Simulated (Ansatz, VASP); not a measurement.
**Be4H: VASP beside Ansatz**

```
Be H
1.0
     2.22441    0.00000    0.00000
    -1.11221    1.92640    0.00000
     0.00000    0.00000    8.43286
Be H
4 1
Direct
  0.33333 0.66667 0.82830
  0.33333 0.66667 0.39209
  0.66667 0.33333 0.17170
  0.66667 0.33333 0.60791
  0.00000 0.00000 0.00000
```

Change from the starting cell: species swapped into the Co4H type (P-3m1, No. 164).

Alike in both runs: task relaxation of cell and atoms; functional PBE; k mesh 18 × 18 × 6; occupations gaussian, width 0.1 eV; no spin polarisation.

```csv
,VASP,Ansatz
version,VASP 6.6.1,Ansatz 0.2.0
potentials or method,"VASP PAW PBE potentials, release 64 (Be, H), cutoff 600 eV","scalar-relativistic, plane waves, PAW"
valence electrons in the cell,9,9
```

|  | VASP | Ansatz | Ansatz less VASP |
| --- | --- | --- | --- |
| gap on the k mesh at the Fermi level, each at its own relaxed structure (eV) | none | none | - |
| relaxed volume (Å³/atom) | 7.25 | 7.24 | -0.014 |
| relaxed length of the cell vector where the two differ most in proportion (Å) | 2.223 | 2.221 | -0.0019 |

A gap of «none» marks a metal or a gap that the smearing closes.
